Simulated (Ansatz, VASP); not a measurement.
**One calculation of Nb, two programs**

The input INCAR:

```
ALGO = Normal
EDIFF = 1E-7
ENCUT = 520
GGA = RP
ISIF = 2
ISMEAR = -1
LASPH = True
LCHARG = True
LELF = True
LREAL = False
LVHAR = True
LWAVE = False
NBANDS = 20
NELM = 60
PREC = Accurate
SIGMA = 0.1
```

The input KPOINTS:

```
k-points
0
Gamma
  14 14 7
```

POSCAR

```
Nb
1.0
    2.7666931883      0.0000000000      0.0000000000
   -1.3833465942      2.3960265856      0.0000000000
    0.0000000000      0.0000000000      5.0512212541
Nb
2
Direct
    0.3333333333      0.6666666667      0.2500000000
    0.6666666667      0.3333333333      0.7500000000
```

Input for Ansatz:

```yaml
crystal:
  lattice:
    - [2.7666931883, 0.0, 0.0]
    - [-1.3833465942, 2.3960265856, 0.0]
    - [0.0, 0.0, 5.0512212541]
  atoms:
    - { symbol: Nb, position: [0.3333333333, 0.6666666667, 0.25] }
    - { symbol: Nb, position: [0.6666666667, 0.3333333333, 0.75] }
hamiltonian:
  xc: rpbe
  pseudopotentials:
    kind: paw
    azcp:
      Nb: "pseudopotentials/Nb.paw.azcp"
basis:
  ecutwfc: 420
  fft_grid_basis: typed
kpoints:
  mp_grid: { grid: [14, 14, 7], shift: [0, 0, 0] }
magnetization:
  spin_polarized: false
scf:
  occupations: { method: fermi_dirac, width: 0.1 }
  lower_state_search: "off"
output:
  stress: true
  write_density: true
  write_potential: true
  elf: true
  volumetric_format: npy
```

Alike in both runs: task single point; functional RPBE; k mesh 14 × 14 × 7; occupations fermi-dirac, width 0.1 eV; no spin polarisation.

|  | VASP | Ansatz |
| --- | --- | --- |
| version | VASP 6.6.1 | Ansatz 0.2.0 |
| potentials or method | VASP PAW PBE potentials, release 64 (Nb_sv), cutoff 520 eV | plane waves (420 eV) with PAW, scalar-relativistic |
| valence electrons in the cell | 26 | 26 |

|  | VASP | Ansatz | Ansatz less VASP |
| --- | --- | --- | --- |
| pressure (GPa) | 24.4 | 24.8 | +0.41 |
| traceless stress, the component that is largest in VASP (GPa) | -0.96 | -0.93 | +0.035 |

VASP's potentials were made for PBE, not for RPBE.
